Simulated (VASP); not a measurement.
A run of VASP 6.6.1 is set up as follows.

File INCAR:

```
PREC     = Accurate       # precision mode
ENCUT    = 520            # plane-wave cutoff, eV
EDIFF    = 1E-7           # SCF threshold, eV
ISMEAR   = 0              # smearing method
SIGMA    = 0.02           # smearing width, eV
LREAL    = False          # projectors in reciprocal space
LASPH    = True           # aspherical terms in the spheres
NELM     = 80             # most SCF steps
ALGO     = Normal         # electronic algorithm
ISIF     = 2              # what is computed and relaxed
LWAVE    = False          # write WAVECAR
LCHARG   = False          # write CHGCAR
GGA      = PE             # functional
NBANDS   = 42             # bands
```

File KPOINTS:

```
regular mesh
0
Gamma
  8 8 8
```

The input POSCAR:

```
CaO
1.0
   -3.9691723819      3.9691723819      2.3853723731
    3.9691723819     -3.9691723819      2.3853723731
    3.9691723819      3.9691723819     -2.3853723731
Ca O
4 4
Direct
    0.8522690957      0.3522690957      0.2045381914
    0.1477309043      0.6477309043      0.7954618086
    0.3522690957      0.1477309043      0.5000000000
    0.6477309043      0.8522690957      0.5000000000
    0.8533757915      0.6466242085      0.5000000000
    0.1466242085      0.3533757915      0.5000000000
    0.3533757915      0.8533757915      0.2067515830
    0.6466242085      0.1466242085      0.7932484170
```

Potentials or basis: VASP PAW PBE potentials, release 64 (Ca_sv, O).

Launch:

```bash
$ cat potpaw_PBE.64/Ca_sv/POTCAR potpaw_PBE.64/O/POTCAR > POTCAR
$ mpirun -np 1 vasp_std > vasp.out
```

Problem. Estimate the largest force.

Solution. 0.011 eV/Å.

Problem. Predict the band gap on the k mesh.

Solution. 2.35 eV.

Problem. What does it give for the pressure?

Solution. 0.4 GPa.

Stress tensor (GPa, compression positive):
```
0.40 0.00 0.00
0.00 0.40 0.00
0.00 0.00 0.50
```

A k mesh can miss the band edges.
